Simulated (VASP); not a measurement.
Write the native input for VASP 6.6.1 that does the following.

- Task: single point
- Functional: r2SCAN
- Potentials or basis: VASP PAW PBE potentials, release 64 (Gd, O)
- Cutoff: 800 eV
- k mesh: 12 × 12 × 12
- Occupations: gaussian, width 0.005 eV
- Spin: collinear spin, ferromagnetic start
- Starting moments: [7.0, 0.0] μB
- Dipole correction: no
- Further INCAR settings: ALGO = Normal; EDIFF = 1e-06; NBANDS = 23

The system is GdO.

```xyz
2
Lattice="0.0000 2.6798 2.6798 2.6798 0.0000 2.6798 2.6798 2.6798 0.0000" Properties=species:S:1:pos:R:3 pbc="T T T"
Gd    0.0000    0.0000    0.0000
O     1.3399    1.3399    1.3399
```

These files were run (other wordings do the same):

POSCAR

```
GdO
1.0
    0.0000000000      2.6798210696      2.6798210696
    2.6798210696      0.0000000000      2.6798210696
    2.6798210696      2.6798210696      0.0000000000
Gd O
1 1
Direct
    0.0000000000      0.0000000000      0.0000000000
    0.2500000000      0.2500000000      0.2500000000
```

INCAR.step1

```
ALGO     = Normal         # electronic algorithm
EDIFF    = 1E-5           # SCF threshold, eV
ENCUT    = 800            # plane-wave cutoff, eV
GGA      = PE             # functional
GGA_COMPAT= False        
ISMEAR   = 0              # smearing method
ISPIN    = 2              # spin polarisation
LASPH    = True           # aspherical terms in the spheres
LCHARG   = False          # write CHGCAR
LMAXMIX  = 6              # l up to which the mixer works
LREAL    = False          # projectors in reciprocal space
LWAVE    = True           # write WAVECAR
MAGMOM   = 7 0            # initial moments
NBANDS   = 23             # bands
NELM     = 200            # most SCF steps
PREC     = Accurate       # precision mode
SIGMA    = 0.005          # smearing width, eV
```

INCAR.step2

```
ALGO     = Normal         # electronic algorithm
EDIFF    = 1E-6           # SCF threshold, eV
ENCUT    = 800            # plane-wave cutoff, eV
GGA_COMPAT= False        
ISIF     = 2              # what is computed and relaxed
ISMEAR   = 0              # smearing method
ISPIN    = 2              # spin polarisation
ISTART   = 1            
LASPH    = True           # aspherical terms in the spheres
LCHARG   = True           # write CHGCAR
LELF     = True           # ELF
LMAXMIX  = 6              # l up to which the mixer works
LMIXTAU  = True         
LORBIT   = 11             # projections on sites
LREAL    = False          # projectors in reciprocal space
LVHAR    = True         
LWAVE    = False          # write WAVECAR
MAGMOM   = 7 0            # initial moments
METAGGA  = R2SCAN         # meta-GGA
NBANDS   = 23             # bands
NELM     = 200            # most SCF steps
PREC     = Accurate       # precision mode
SIGMA    = 0.005          # smearing width, eV
```

KPOINTS

```
k-points
0
Gamma
  12 12 12
```

Potentials or basis: VASP PAW PBE potentials, release 64 (Gd, O).

Command:

```console
$ cat potpaw_PBE.64/Gd/POTCAR potpaw_PBE.64/O/POTCAR > POTCAR
$ cp INCAR.step1 INCAR
$ mpirun -np 1 vasp_std > vasp.out
$ cp INCAR.step2 INCAR
$ mpirun -np 1 vasp_std > vasp.out
```

Results of the run:

* Pressure: 0.1 GPa
* Net moment: 7.93 μB per cell
* Site moments: Gd +6.99; O +0.02 μB
* Valence electrons inside the program's atomic spheres: Gd 15.19; O 5.04

Caveat: the PAW data sets were made with another functional, which shifts forces and pressure a little; a cell with one magnetic atom can't hold antiferromagnetic order, which such compounds often take.

Wall time 26 min on 1 thread of Intel Xeon 8259CL, on a shared host, peak memory 0.42 GiB.
